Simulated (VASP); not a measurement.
# LiYHg (P4/mmm) in VASP: a series of runs, part 2 of 2

VASP 6.6.1. The steps go on from the part before.

**3. Single point, PBE**

Contents of INCAR:

```
SYSTEM = LiYHg
ALGO     = Normal         ! electronic algorithm
EDIFF    = 1E-6           ! SCF threshold, eV
ENCUT    = 520            ! plane-wave cutoff, eV
GGA      = PE             ! functional
ISIF     = 2              ! what is computed and relaxed
ISMEAR   = 0              ! smearing method
LASPH    = .TRUE.         ! aspherical terms in the spheres
LCHARG   = .FALSE.        ! write CHGCAR
LREAL    = .FALSE.        ! projectors in reciprocal space
LWAVE    = .FALSE.        ! write WAVECAR
NBANDS   = 20             ! bands
NELM     = 100            ! most SCF steps
PREC     = Accurate       ! precision mode
SIGMA    = 0.1            ! smearing width, eV
```

Contents of KPOINTS:

```
k-points
0
G
  12 12 10
  0 0 0
```

Contents of POSCAR:

```
LiYHg
1.0
    4.2179389582      0.0000000000      0.0000000000
    0.0000000000      4.2179389582      0.0000000000
    0.0000000000      0.0000000000      5.2510885353
Li Y Hg
1 1 1
Direct
    0.5000000000      0.5000000000      0.5000000000
    0.0000000000      0.0000000000      0.0000000000
    0.5000000000      0.5000000000      0.0000000000
```

Potentials or basis: VASP PAW PBE potentials, release 64 (Li_sv, Y_sv, Hg).

Started as:

```sh
cat potpaw_PBE.64/Li_sv/POTCAR potpaw_PBE.64/Y_sv/POTCAR potpaw_PBE.64/Hg/POTCAR > POTCAR
mpirun -np 1 vasp_std > vasp.out
```

OUTCAR:

```text
SYSTEM = LiYHg
   EDIFF = 1E-6
   ENCUT = 520
   GGA = PE
   ISIF = 2
   ISMEAR = 0
   LASPH = .TRUE.
   LREAL = .FALSE.
   NELM = 100
   PREC = Accurate

 ion  position               nearest neighbor table
   1  0.500  0.500  0.500-   3 2.63   3 2.63
   2  0.000  0.000  0.000-   3 2.98   3 2.98   3 2.98   3 2.98
   3  0.500  0.500  0.000-   1 2.63   1 2.63   2 2.98   2 2.98   2 2.98   2 2.98

  LATTYP: Found a simple tetragonal cell.
 ALAT       =     4.2179389582
 C/A-ratio  =     1.2449418039

  Lattice vectors:

 A1 = (   4.2179389582,   0.0000000000,   0.0000000000)
 A2 = (   0.0000000000,   4.2179389582,   0.0000000000)
 A3 = (   0.0000000000,   0.0000000000,   5.2510885353)

Analysis of symmetry for initial positions (statically):
=====================================================================
 Subroutine PRICEL returns:
 Original cell was already a primitive cell.

 Routine SETGRP: Setting up the symmetry group for a
 simple tetragonal supercell.

 Subroutine GETGRP returns: Found 16 space group operations
 (whereof 16 operations were pure point group operations)
 out of a pool of 16 trial point group operations.
[... 159 lines left out ...]
  ---------------------------------------------------
  ext. energy  EPLUGINS =         0.00000000
  ---------------------------------------------------
  free energy    TOTEN  =        -8.54941276 eV

  energy without entropy =       -8.53349232  energy(sigma->0) =       -8.54145254

 E-fermi :   1.6209     XC(G=0):  -8.2815

 val. band max:        1.6195690932   @ k =   0.4167   0.2500   0.0000
 cond. band min:       1.6252685013   @ k =   0.4167   0.2500   0.2000
 fundamental gap:      0.0056994081
 Fermi energy:         1.6209073288

 k-point     1 :       0.0000    0.0000    0.0000
  band No.  band energies     occupation
      1     -44.9949      2.00000
      2     -42.1747      2.00000
      3     -22.2166      2.00000
      4     -22.0535      2.00000
      5     -22.0535      2.00000
      6      -6.3393      2.00000
[... 541 lines left out ...]
     19       5.5580      0.00000
     20       6.1242      0.00000

 [... further k-points ...]
[... 5 lines left out ...]
  --------------------------------------------------------------------------------------
  -------------------------------------------------------------------------------------
  Total       -0.0196615     -0.0196615     -0.0348144      0.0000000      0.0000000     -0.0000000
  in kB       -0.3371927     -0.3371927     -0.5970615      0.0000000      0.0000000     -0.0000000
  external PRESSURE =      -0.4238157 kB  Pullay stress =       0.0000000 kB

 VOLUME and BASIS-vectors are now :
 -----------------------------------------------------------------------------
  energy-cutoff  :      520.00
  volume of cell :       93.42
      direct lattice vectors                 reciprocal lattice vectors
     4.217938958  0.000000000  0.000000000     0.237082615  0.000000000  0.000000000
     0.000000000  4.217938958  0.000000000     0.000000000  0.237082615  0.000000000
     0.000000000  0.000000000  5.251088535     0.000000000  0.000000000  0.190436705

 POSITION                                       TOTAL-FORCE (eV/Angst)
 -----------------------------------------------------------------------------------
      2.10897      2.10897      2.62554         0.000000      0.000000      0.000000
      0.00000      0.00000      0.00000         0.000000      0.000000      0.000000
      2.10897      2.10897      0.00000         0.000000      0.000000      0.000000
 -----------------------------------------------------------------------------------
    total drift:                                0.000000     -0.000000     -0.000000

  FREE ENERGIE OF THE ION-ELECTRON SYSTEM (eV)
  ---------------------------------------------------
  free  energy   TOTEN  =        -8.5494127649 eV

  energy  without entropy=       -8.5334923177  energy(sigma->0) =       -8.54145254
```

OSZICAR:

```text
N       E                     dE             d eps       ncg     rms          rms(c)
DAV:   1     0.148156281823E+03    0.14816E+03   -0.12424E+04  6720   0.123E+03
DAV:   2     0.125205010287E+01   -0.14690E+03   -0.14248E+03  7264   0.299E+02
DAV:   3    -0.866649326528E+01   -0.99185E+01   -0.98109E+01 11856   0.555E+01
DAV:   4    -0.929849986722E+01   -0.63201E+00   -0.62471E+00  9028   0.113E+01
DAV:   5    -0.933168090099E+01   -0.33181E-01   -0.33177E-01  9652   0.213E+00    0.228E+01
DAV:   6    -0.866466487257E+01    0.66702E+00   -0.90347E-01  7524   0.641E+00    0.154E+01
DAV:   7    -0.858430575142E+01    0.80359E-01   -0.90102E-01  8232   0.521E+00    0.283E+00
DAV:   8    -0.855070364320E+01    0.33602E-01   -0.23847E-01  7388   0.253E+00    0.477E-01
DAV:   9    -0.854976968621E+01    0.93396E-03   -0.10127E-02  8152   0.567E-01    0.306E-01
DAV:  10    -0.854942598227E+01    0.34370E-03   -0.15155E-03  7900   0.213E-01    0.203E-01
DAV:  11    -0.854941185627E+01    0.14126E-04   -0.32374E-04  8668   0.114E-01    0.647E-02
DAV:  12    -0.854941123852E+01    0.61775E-06   -0.34033E-05  8124   0.369E-02    0.123E-02
DAV:  13    -0.854941306466E+01   -0.18261E-05   -0.85497E-06  8576   0.159E-02    0.591E-03
DAV:  14    -0.854941276491E+01    0.29975E-06   -0.42425E-07  4760   0.431E-03
   1 F= -.85494128E+01 E0= -.85414525E+01  d E =-.159204E-01
```

stdout:

```text
POSCAR found type information on POSCAR LiY Hg
 POSCAR found :  3 types and       3 ions
 scaLAPACK will be used
 LDA part: xc-table for (Slater+PW92), standard interpolation
 POSCAR, INCAR and KPOINTS ok, starting setup
 FFT: planning ... GRIDC
 FFT: planning ... GRID_SOFT
 FFT: planning ... GRID
 WAVECAR not read
 entering main loop
```

It took 2 min on 1 thread of Intel Xeon Platinum 8488C (Sapphire Rapids), shared host; peak memory 0.47 GiB.

What came out:

* Free energy: -8.5494 eV
* Band gap on the k mesh: zero (band 13 reaches 2.60 eV, above the bottom of band 14 at 1.44 eV)

Caveat: the cutoff is under 1.25 times the usual one of these potentials, so pressure, stress and relaxed cells hold a basis-set (Pulay) error; spin-orbit coupling is left out, which moves the levels of the heavy elements.

**4. Relaxation of cell and atoms, PBE**

This run uses another cell than the first one, of 30.96 Å³/atom, 0.994 times its volume.

Contents of INCAR:

```
SYSTEM = LiYHg
ALGO = Normal ; EDIFF = 1E-6
EDIFFG = -0.01 ; ENCUT = 600
GGA = PE ; IBRION = 2
ISIF = 3 ; ISMEAR = 0
LASPH = .TRUE. ; LCHARG = .FALSE.
LREAL = .FALSE. ; LWAVE = .FALSE.
NELM = 100 ; NSW = 100
PREC = Accurate ; SIGMA = 0.1
```

KPOINTS is that of step 3.

Contents of POSCAR:

```
LiYHg
1.0
    4.2365820120      0.0000000000      0.0000000000
    0.0000000000      4.2365820120      0.0000000000
    0.0000000000      0.0000000000      5.1756040391
Li Y Hg
1 1 1
Direct
    0.5000000000      0.5000000000      0.5000000000
    0.0000000000      0.0000000000      0.0000000000
    0.5000000000      0.5000000000      0.0000000000
```

Started as:

```sh
cat potpaw_PBE.64/Li_sv/POTCAR potpaw_PBE.64/Y_sv/POTCAR potpaw_PBE.64/Hg/POTCAR > POTCAR
mpirun -np 1 vasp_std > vasp.out
```

Wall time 8.4 min (1 thread of Intel Xeon Platinum 8488C (Sapphire Rapids), shared host); peak memory 0.56 GiB.

Results (log left out):

| Quantity | Value |
| --- | --- |
| Free energy | -8.5490 eV |
| Relaxed volume | 31.09 Å³/atom |
| Relaxed cell | a = 4.216 Å, b = 4.216 Å, c = 5.246 Å, α = 90.00°, β = 90.00°, γ = 90.00° |
| Space group after relaxing (to 0.05 Å) | P4/mmm (No. 123) |
| Energy gained by relaxing | 1.3 meV/atom |
| Ionic steps | 5 |
| Pressure after relaxing | 0.0 GPa |
| Band gap on the k mesh | zero (band 13 reaches 2.61 eV, above the bottom of band 14 at 1.45 eV) |

Step by step:
```
step  energy change (eV)  largest force (eV/Å)  pressure (GPa)  volume (Å³)
   1              0.0000                0.0000           -0.11        92.89
   2             -0.0030                0.0000            0.14        92.60
   3             -0.0032                0.0000            0.24        92.50
   4             -0.0038                0.0000            0.06        93.08
   5             -0.0038                0.0000            0.02        93.26
```

Final structure:
```
Li Y Hg
1.0
     4.21639    0.00000    0.00000
     0.00000    4.21639    0.00000
     0.00000    0.00000    5.24568
Li Y Hg
1 1 1
Cartesian
  2.1082 2.1082 2.6228
  0.0000 4.2164 0.0000
  2.1082 2.1082 5.2457
```

Levels at points of the mesh, in eV from the Fermi level:
```
           k point  band 11  band 12  band 13  band 14  band 15  band 16
(0.00, 0.00, 0.00)    -6.53    -0.48    -0.07     0.89     2.20     2.20
(0.50, 0.00, 0.00)    -4.93    -2.76    -0.59    -0.01     0.16     2.11
(0.50, 0.50, 0.00)    -5.11    -0.61    -0.61     0.47     1.36     1.36
(0.00, 0.00, 0.50)    -6.36    -2.07     0.98     1.76     1.84     1.84
(0.50, 0.00, 0.50)    -4.82    -2.22    -1.47     0.09     0.44     1.89
(0.50, 0.50, 0.50)    -5.11     0.19     0.19     0.35     0.35     1.26
```

Caveat: the cutoff is under 1.25 times the usual one of these potentials, so pressure, stress and relaxed cells hold a basis-set (Pulay) error; spin-orbit coupling is left out, which moves the levels of the heavy elements.
